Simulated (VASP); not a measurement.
A run of VASP 6.6.1 is set up as follows.

INCAR

```
ALGO = Fast
EDIFF = 1E-6
ENCUT = 520
GGA = PS
ISIF = 2
ISMEAR = 0
IVDW = 12
LASPH = True
LCHARG = False
LREAL = False
LWAVE = False
NBANDS = 8
NELM = 100
PREC = Accurate
SIGMA = 0.15
```

The input KPOINTS:

```
k-points
0
Gamma
  26 26 26
```

The input POSCAR:

```
Al
1.0
    0.0148595821      1.9812776140      1.9812776140
    1.9812776140      0.0148595821      1.9812776140
    1.9961371961      1.9961371961      0.0000000000
Al
1
Direct
    0.0000000000      0.0000000000      0.0000000000
```

Potentials or basis: VASP PAW PBE potentials, release 64 (Al).

Launch:

```sh
$ cat potpaw_PBE.64/Al/POTCAR > POTCAR
$ mpirun -np 1 vasp_std > vasp.out
```

Q: What does it give for the band gap on the k mesh?

A: Zero (an odd number of electrons rules out a gap without spin polarisation).

Q: What does it give for the pressure?

A: 0.1 GPa.

Q: What does it give for the dispersion energy per atom?

A: -0.337 eV.

Stress tensor (GPa, compression positive):
```
 0.14 -0.82  0.00
-0.82  0.14  0.00
 0.00  0.00  0.12
```

Caveat: the cell differs from its parent crystal (strain +0.0150 x Voigt [0, 0, 0, 0, 0, 1]); the PAW data sets were made with another functional, which shifts forces and pressure a little.
